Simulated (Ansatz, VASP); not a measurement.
Two plane-wave programs on C

POSCAR

```
C
1.0
    2.4600000000      0.0000000000      0.0000000000
   -1.2300000000      2.1304224933      0.0000000000
    0.0000000000      0.0000000000      6.7000000000
C
4
Direct
    0.0000000000      0.0000000000      0.0000000000
    0.3333333333      0.6666666667      0.0000000000
    0.0000000000      0.0000000000     -0.5000000000
    0.6666666667      0.3333333333     -0.5000000000
```

File INCAR.step1:

```
SYSTEM = C
PREC = Accurate ; ENCUT = 600
ISMEAR = 0 ; SIGMA = 0.05
LREAL = .False. ; LASPH = .True.
NELM = 60 ; GGA = PE
ALGO = Normal ; EDIFF = 1E-4
LWAVE = .True. ; LCHARG = .False.
```

Contents of INCAR.step2:

```
SYSTEM = C
PREC = Accurate ; ENCUT = 600
EDIFF = 1E-7 ; ISMEAR = 0
SIGMA = 0.05 ; LREAL = .False.
LASPH = .True. ; NELM = 60
ALGO = Normal ; ISIF = 3
LWAVE = .False. ; LCHARG = .False.
METAGGA = R2SCAN ; LMIXTAU = .True.
IBRION = 2 ; NSW = 80
EDIFFG = -0.003 ; ISTART = 1
```

KPOINTS

```
regular mesh
0
Gamma
  12 12 4
  0 0 0
```

Input for Ansatz:

```yaml
crystal:
  lattice:
    - [2.46, 0.0, 0.0]
    - [-1.23, 2.1304224933, 0.0]
    - [0.0, 0.0, 6.7]
  atoms:
    - { symbol: C, position: [0.0, 0.0, 0.0] }
    - { symbol: C, position: [0.3333333333, 0.6666666667, 0.0] }
    - { symbol: C, position: [0.0, 0.0, -0.5] }
    - { symbol: C, position: [0.6666666667, 0.3333333333, -0.5] }
scf:
  occupations: { method: gaussian, width: 0.05 }
output:
  forces: true
  stress: true
  write_density: true
  write_potential: true
  elf: true
  volumetric_format: npy
hamiltonian:
  xc: r2scan
kpoints:
  mp_grid: { grid: [12, 12, 4] }
relax:
  f_tol: 0.003
  max_steps: 60
  cell: { stress_tol: 0.02 }
```

Alike in both runs: task relaxation of cell and atoms; functional r2SCAN; k mesh 12 × 12 × 4; occupations gaussian, width 0.05 eV; no spin polarisation.

|  | VASP | Ansatz |
| --- | --- | --- |
| version | VASP 6.6.1 | Ansatz 0.2.0 |
| potentials or method | VASP PAW PBE potentials, release 64 (C) | scalar-relativistic, plane waves, PAW |
| plane-wave cutoff (eV) | 600 | 500 |
| valence electrons in the cell | 16 | 16 |

Ansatz gave:

| Property | Result |
| --- | --- |
| gap on the k mesh at the Fermi level, each at its own relaxed structure (eV) | none |
| relaxed volume (Å³/atom) | 9.18 |
| relaxed cell length with the largest relative difference (Å) | 7.028 |

**Question.** Estimate VASP's values.

**Answer.** gap on the k mesh at the Fermi level, each at its own relaxed structure (eV): none; relaxed volume (Å³/atom): 9.05; relaxed cell length with the largest relative difference (Å): 6.928.

VASP's potentials were made for PBE, not for r2SCAN. A gap of «none» marks a metal or a gap that the smearing closes.
